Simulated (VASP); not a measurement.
Input of a VASP 6.6.1 run:

Contents of POSCAR:

```
SnSe
1.0
   11.2612748761      0.0000000000      0.0000000000
    0.0000000000      4.0724176076      0.0000000000
    0.0000000000      0.0000000000      4.3723958094
Sn Se
4 4
Direct
    0.1148214160      0.2500000000      0.0969047614
    0.3851785840      0.7500000000      0.5969047614
    0.6148214160      0.2500000000      0.4030952386
    0.8851785840      0.7500000000      0.9030952386
    0.3552940723      0.2500000000      0.0165732180
    0.1447059277      0.7500000000      0.5165732180
    0.8552940723      0.2500000000      0.4834267820
    0.6447059277      0.7500000000      0.9834267820
```

Contents of INCAR.step1:

```
ALGO     = Normal         # electronic algorithm
EDIFF    = 1E-4           # SCF threshold, eV
ENCUT    = 520            # plane-wave cutoff, eV
GGA      = PE             # functional
ISMEAR   = 0              # smearing method
LASPH    = T              # aspherical terms in the spheres
LCHARG   = F              # write CHGCAR
LREAL    = F              # projectors in reciprocal space
LWAVE    = T              # write WAVECAR
NBANDS   = 50             # bands
NELM     = 100            # most SCF steps
PREC     = Accurate       # precision mode
SIGMA    = 0.05           # smearing width, eV
```

INCAR.step2

```
ALGO     = Normal         # electronic algorithm
EDIFF    = 1E-6           # SCF threshold, eV
ENCUT    = 520            # plane-wave cutoff, eV
ISIF     = 2              # what is computed and relaxed
ISMEAR   = 0              # smearing method
ISTART   = 1            
IVDW     = 12             # dispersion correction
LASPH    = T              # aspherical terms in the spheres
LCHARG   = F              # write CHGCAR
LMIXTAU  = T            
LREAL    = F              # projectors in reciprocal space
LWAVE    = F              # write WAVECAR
METAGGA  = R2SCAN         # meta-GGA
NBANDS   = 50             # bands
NELM     = 100            # most SCF steps
PREC     = Accurate       # precision mode
SIGMA    = 0.05           # smearing width, eV
VDW_A1   = 0.49484001   
VDW_A2   = 5.73083694   
VDW_S6   = 1.0          
VDW_S8   = 0.78981345
```

File KPOINTS:

```
k-points
0
Gamma
  4 8 6
```

Potentials or basis: VASP PAW PBE potentials, release 64 (Sn_d, Se).

Launch:

```sh
$ cat potpaw_PBE.64/Sn_d/POTCAR potpaw_PBE.64/Se/POTCAR > POTCAR
$ cp INCAR.step1 INCAR
$ mpirun -np 1 vasp_std > vasp.out
$ cp INCAR.step2 INCAR
$ mpirun -np 1 vasp_std > vasp.out
```

Question: What does it give for the dispersion energy per atom?

Answer: -0.180 eV.

Question: Predict the largest force.

Answer: 0.018 eV/Å.

Stress tensor (GPa, compression positive):
```
3.05 0.00 0.00
0.00 3.09 0.00
0.00 0.00 2.96
```

Caveat: the cell stands under pressure; the PAW data sets were made with another functional, which shifts forces and pressure a little.
